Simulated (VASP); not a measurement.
# Rh (Fm-3m) in VASP: notebook

Runs on Rh. Level: LDA. Tasks: single point.

Everything below comes from runs of VASP 6.6.1. Logs are shortened: lines on timing, memory, paths and dates and some standing lists are left out, and cuts for length are marked.

**1. The cell of the first run**

Symmetry: Fm-3m, No. 225, cubic system. The conventional cell has a = 3.806 Å, b = 3.806 Å, c = 3.806 Å, α = 90.00°, β = 90.00°, γ = 90.00°. Rh (site symmetry m-3m) has 12 Rh at 2.69 Å within 3.5 Å.

**2. Single point, LDA**

INCAR

```
SYSTEM = Rh
PREC = Accurate
ENCUT = 520
EDIFF = 1E-7
ISMEAR = -1
SIGMA = 0.05
LREAL = .FALSE.
LASPH = .TRUE.
NELM = 80
ALGO = Normal
ISIF = 2
LWAVE = .FALSE.
LCHARG = .FALSE.
NBANDS = 14
```

KPOINTS

```
Automatic mesh
0
G
  9 9 9
  0 0 0
```

POSCAR

```
Rh
1.0
    0.0000000000      1.9029860865      1.9029860865
    1.9029860865      0.0000000000      1.9029860865
    1.9029860865      1.9029860865      0.0000000000
Rh
1
Direct
    0.0000000000      0.0000000000      0.0000000000
```

Potentials or basis: VASP PAW LDA potentials, release 64 (Rh_pv).

The run is started by

```
$ cat potpaw_LDA.64/Rh_pv/POTCAR > POTCAR
$ mpirun -np 1 vasp_std > vasp.out
```

OUTCAR:

```text
SYSTEM = Rh
   PREC = Accurate
   ENCUT = 520
   EDIFF = 1E-7
   ISMEAR = -1
   LREAL = .FALSE.
   LASPH = .TRUE.
   NELM = 80
   ISIF = 2

 ion  position               nearest neighbor table
   1  0.000  0.000  0.000-

  LATTYP: Found a face centered cubic cell.
 ALAT       =     3.8059721730

  Lattice vectors:

 A1 = (   0.0000000000,   1.9029860865,   1.9029860865)
 A2 = (   1.9029860865,   0.0000000000,   1.9029860865)
 A3 = (   1.9029860865,   1.9029860865,   0.0000000000)

Analysis of symmetry for initial positions (statically):
=====================================================================
 Subroutine PRICEL returns:
 Original cell was already a primitive cell.

 Routine SETGRP: Setting up the symmetry group for a
 face centered cubic supercell.

 Subroutine GETGRP returns: Found 48 space group operations
 (whereof 48 operations were pure point group operations)
 out of a pool of 48 trial point group operations.

The static configuration has the point symmetry O_h .

Analysis of symmetry for dynamics (positions and initial velocities):
=====================================================================
 Subroutine PRICEL returns:
 Original cell was already a primitive cell.

 Routine SETGRP: Setting up the symmetry group for a
 face centered cubic supercell.

 Subroutine GETGRP returns: Found 48 space group operations
 (whereof 48 operations were pure point group operations)
 out of a pool of 48 trial point group operations.

The dynamic configuration has the point symmetry O_h .

 Subroutine INISYM returns: Found 48 space group operations
 (whereof 48 operations are pure point group operations),
 and found     1 'primitive' translations

----------------------------------------------------------------------------------------

                                     Primitive cell

  volume of cell :      13.7828

  direct lattice vectors                    reciprocal lattice vectors
     0.000000000  1.902986086  1.902986086    -0.262744958  0.262744958  0.262744958
     1.902986086  0.000000000  1.902986086     0.262744958 -0.262744958  0.262744958
     1.902986086  1.902986086  0.000000000     0.262744958  0.262744958 -0.262744958

  length of vectors
     2.691228733  2.691228733  2.691228733     0.455087617  0.455087617  0.455087617

  position of ions in fractional coordinates (direct lattice)
     0.000000000  0.000000000  0.000000000

  ion indices of the primitive-cell ions
   primitive index   ion index
                 1           1

----------------------------------------------------------------------------------------

 KPOINTS: Automatic mesh

Automatic generation of k-mesh.
 Grid dimensions read from file:
 generate k-points for:    9    9    9

 Generating k-lattice:

  Cartesian coordinates                     Fractional coordinates (reciprocal lattice)
    -0.029193884  0.029193884  0.029193884     0.111111111  0.000000000  0.000000000
     0.029193884 -0.029193884  0.029193884     0.000000000  0.111111111  0.000000000
     0.029193884  0.029193884 -0.029193884     0.000000000  0.000000000  0.111111111

  Length of vectors
     0.050565291  0.050565291  0.050565291

  Shift w.r.t. Gamma in fractional coordinates (k-lattice)
     0.000000000  0.000000000  0.000000000

 Subroutine IBZKPT returns following result:
 ===========================================

 Found     35 irreducible k-points:

 Following reciprocal coordinates:
            Coordinates               Weight
  0.000000  0.000000  0.000000      1.000000
  0.111111  0.000000  0.000000      8.000000
  0.222222  0.000000  0.000000      8.000000
  0.333333  0.000000  0.000000      8.000000
  0.444444  0.000000  0.000000      8.000000
  0.111111  0.111111  0.000000      6.000000
[... 16 lines left out ...]
 -0.333333  0.333333  0.000000     12.000000
  0.444444  0.444444  0.000000      6.000000
 [... further k-points ...]
   k-points           NKPTS =     35   k-points in BZ     NKDIM =     35   number of bands    NBANDS=     14
   number of dos      NEDOS =    301   number of ions     NIONS =      1
   total plane-waves  NPLWV =   8000
   dimension x,y,z NGX =    20 NGY =   20 NGZ =   20
   dimension x,y,z NGXF=    40 NGYF=   40 NGZF=   40
   ions per type =               1
   NGX,Y,Z   is equivalent  to a cutoff of  12.35, 12.35, 12.35 a.u.
   NGXF,Y,Z  is equivalent  to a cutoff of  24.71, 24.71, 24.71 a.u.
 SYSTEM =  Rh
   PREC   = accura    normal or accurate (medium, high low for compatibility)
   ISTART =      0    job   : 0-new  1-cont  2-samecut
   ICHARG =      2    charge: 1-file 2-atom 10-const
   ISPIN  =      1    spin polarized calculation?
   LNONCOLLINEAR =      F non collinear calculations
   LSORBIT =      F    spin-orbit coupling
   LASPH  =      T    aspherical Exc in radial PAW
   ENCUT  =  520.0 eV  38.22 Ry    6.18 a.u.   5.00  5.00  5.00*2*pi/ulx,y,z
   NELM   =     80;   NELMIN=  2; NELMDL= -5     # of ELM steps
   EDIFF  = 0.1E-06   stopping-criterion for ELM
   LREAL  =      F    real-space projection
   EDIFFG = 0.1E-05   stopping-criterion for IOM
   NSW    =      0    number of steps for IOM
   IBRION =     -1    ionic relax: 0-MD 1-quasi-New 2-CG
   NFREE  =      0    steps in history (QN), initial steepest desc. (CG)
   ISIF   =      2    stress and relaxation
   ISYM   =      2    0-nonsym 1-usesym 2-fastsym
   POTIM  = 0.5000    time-step for ionic-motion
   TEBEG  =    0.0;   TEEND  =   0.0 temperature during run
   PSTRESS=    0.0 pullay stress
   NELECT =      15.0000    total number of electrons
   NUPDOWN=      -1.0000    fix difference up-down
   EMIN   =  10.00;   EMAX   =-10.00  energy-range for DOS
   EFERMI =   0.00;   METHOD = LEGACY
   ISMEAR =    -1;   SIGMA  =   0.05  broadening in eV -4-tet -1-fermi 0-gaus
   EFERMI_NEDOS =   21; number of points for ismear=-14 and -15
   IALGO  =     38    algorithm
   IMIX   =      4    mixing-type and parameters
     AMIX     =   0.40;   BMIX     =  1.00
     AMIX_MAG =   1.60;   BMIX_MAG =  1.00
  volume/ion in A,a.u.               =      13.78        93.01
  Fermi-wavevector in a.u.,A,eV,Ry     =   1.683939  3.182183 38.581359  2.835650
  Thomas-Fermi vector in A             =   2.767050
   LORBIT       =      0    0 simple, 1 ext, 2 COOP (PROOUT), +10 PAW based schemes
   GGA     = CA    functional components
   LHFCALC =     F    Hartree Fock is set to
   AEXX    =    0.0000 exact exchange contribution
   IVDW    =     0    specifies the selected vdW correction
   LEPSILON=     F    determine dielectric tensor
   LRPA    =     F    only Hartree local field effects (RPA)
 non-spin polarized calculation
  energy-cutoff  :      520.00
  volume of cell :       13.78
 maximum number of plane-waves:       380
   NGX =  9   NGY =  9   NGZ =  9

 number of electron      15.0000007 magnetization

 Free energy of the ion-electron system (eV)
  ---------------------------------------------------
  ext. energy  EPLUGINS =         0.00000000
  ---------------------------------------------------
  free energy    TOTEN  =        -8.66428731 eV

  energy without entropy =       -8.65531571  energy(sigma->0) =       -8.65980151

 E-fermi :  11.5911     XC(G=0): -14.3377

 val. band max:       11.5906711142   @ k =  -0.3333   0.3333   0.0000
 cond. band min:      11.6236615722   @ k =  -0.4444   0.4444   0.1111
 fundamental gap:      0.0329904580
 Fermi energy:        11.5911448381

 k-point     1 :       0.0000    0.0000    0.0000
  band No.  band energies     occupation
      1     -34.5130      2.00000
      2     -34.5130      2.00000
      3     -34.5130      2.00000
      4       3.6524      2.00000
      5       8.5614      2.00000
      6       8.5614      2.00000
      7       8.5614      2.00000
      8      10.6653      2.00000
      9      10.6653      2.00000
     10      27.6267      0.00000
     11      31.9826      0.00000
     12      33.0010      0.00000
     13      33.0010      0.00000
     14      33.0010      0.00000

 k-point     2 :       0.1111    0.0000    0.0000
  band No.  band energies     occupation
      1     -34.6022      2.00000
      2     -34.5251      2.00000
      3     -34.5251      2.00000
      4       4.1348      2.00000
      5       8.3674      2.00000
      6       8.7387      2.00000
      7       8.7387      2.00000
      8      10.5777      2.00000
      9      10.5777      2.00000
     10      28.2944      0.00000
     11      30.8777      0.00000
     12      31.9836      0.00000
     13      33.7132      0.00000
     14      33.7132      0.00000

 k-point     3 :       0.2222    0.0000    0.0000
  band No.  band energies     occupation
      1     -34.8247      2.00000
      2     -34.5555      2.00000
      3     -34.5555      2.00000
      4       5.2273      2.00000
      5       8.2717      2.00000
      6       8.9441      2.00000
      7       8.9441      2.00000
      8      10.6891      2.00000
      9      10.6891      2.00000
     10      27.5541      0.00000
     11      29.2650      0.00000
     12      31.9828      0.00000
     13      35.5230      0.00000
     14      35.5230      0.00000

 k-point     4 :       0.3333    0.0000    0.0000
  band No.  band energies     occupation
      1     -35.0720      2.00000
      2     -34.5899      2.00000
      3     -34.5899      2.00000
      4       5.6721      2.00000
      5       8.7495      2.00000
      6       8.7495      2.00000
      7       9.6482      2.00000
      8      11.4197      1.93717
      9      11.4197      1.93717
     10      24.0177      0.00000
     11      28.3326      0.00000
     12      31.9833      0.00000
     13      35.0637      0.00000
     14      35.0637      0.00000

 k-point     5 :       0.4444    0.0000    0.0000
  band No.  band energies     occupation
      1     -35.2302      2.00000
      2     -34.6122      2.00000
      3     -34.6122      2.00000
      4       5.5424      2.00000
      5       8.5229      2.00000
      6       8.5229      2.00000
      7      11.8891      0.00515
      8      12.1216      0.00005
      9      12.1216      0.00005
     10      20.8110      0.00000
     11      27.2751      0.00000
[... 276 lines left out ...]
 k-point    22 :      -0.4444    0.3333    0.0000
  band No.  band energies     occupation
      1     -35.1186      2.00000
      2     -34.8899      2.00000
      3     -34.7329      2.00000
      4       6.0615      2.00000
      5       6.7303      2.00000
      6       9.7620      2.00000
      7      10.9238      2.00000
      8      12.2634      0.00000
      9      17.8486      0.00000
     10      21.1516      0.00000
     11      24.7144      0.00000
     12      27.6622      0.00000
     13      31.9792      0.00000
     14      32.9545      0.00000

 k-point    23 :      -0.3333    0.3333    0.0000
  band No.  band energies     occupation
      1     -35.0133      2.00000
      2     -35.0090      2.00000
      3     -34.6920      2.00000
      4       6.5908      2.00000
      5       7.5303      2.00000
      6       8.7255      2.00000
      7      10.4151      2.00000
      8      11.5907      1.00474
      9      18.2393      0.00000
     10      21.5225      0.00000
     11      23.6095      0.00000
     12      30.0569      0.00000
     13      31.7519      0.00000
     14      31.9941      0.00000

 k-point    24 :       0.4444    0.4444    0.0000
  band No.  band energies     occupation
      1     -35.1889      2.00000
      2     -34.7762      2.00000
      3     -34.7762      2.00000
      4       5.4226      2.00000
      5       5.7671      2.00000
      6      12.1543      0.00003
      7      12.4473      0.00000
      8      12.4473      0.00000
      9      14.2097      0.00000
     10      24.6545      0.00000
     11      25.2251      0.00000
     12      25.2251      0.00000
     13      31.9743      0.00000
     14      34.4667      0.00000

 [... further k-points ...]
[... 5 lines left out ...]
  --------------------------------------------------------------------------------------
  -------------------------------------------------------------------------------------
  Total       -0.9441750     -0.9441750     -0.9441750      0.0000000     -0.0000000     -0.0000000
  in kB     -109.7554824   -109.7554824   -109.7554824      0.0000000     -0.0000000     -0.0000000
  external PRESSURE =    -109.7554824 kB  Pullay stress =       0.0000000 kB

 VOLUME and BASIS-vectors are now :
 -----------------------------------------------------------------------------
  energy-cutoff  :      520.00
  volume of cell :       13.78
      direct lattice vectors                 reciprocal lattice vectors
     0.000000000  1.902986086  1.902986086    -0.262744958  0.262744958  0.262744958
     1.902986086  0.000000000  1.902986086     0.262744958 -0.262744958  0.262744958
     1.902986086  1.902986086  0.000000000     0.262744958  0.262744958 -0.262744958

 POSITION                                       TOTAL-FORCE (eV/Angst)
 -----------------------------------------------------------------------------------
      0.00000      0.00000      0.00000        -0.000000      0.000000     -0.000000
 -----------------------------------------------------------------------------------
    total drift:                                0.000000     -0.000000      0.000000

  FREE ENERGIE OF THE ION-ELECTRON SYSTEM (eV)
  ---------------------------------------------------
  free  energy   TOTEN  =        -8.6642873146 eV

  energy  without entropy=       -8.6553157073  energy(sigma->0) =       -8.65980151
```

It took 5.8 s on 1 thread of Intel Xeon 8259CL, shared host; peak memory 0.12 GiB.

What came out:

* Free energy: -8.6643 eV
* Pressure: -11.0 GPa

[end of part 1 of 2]
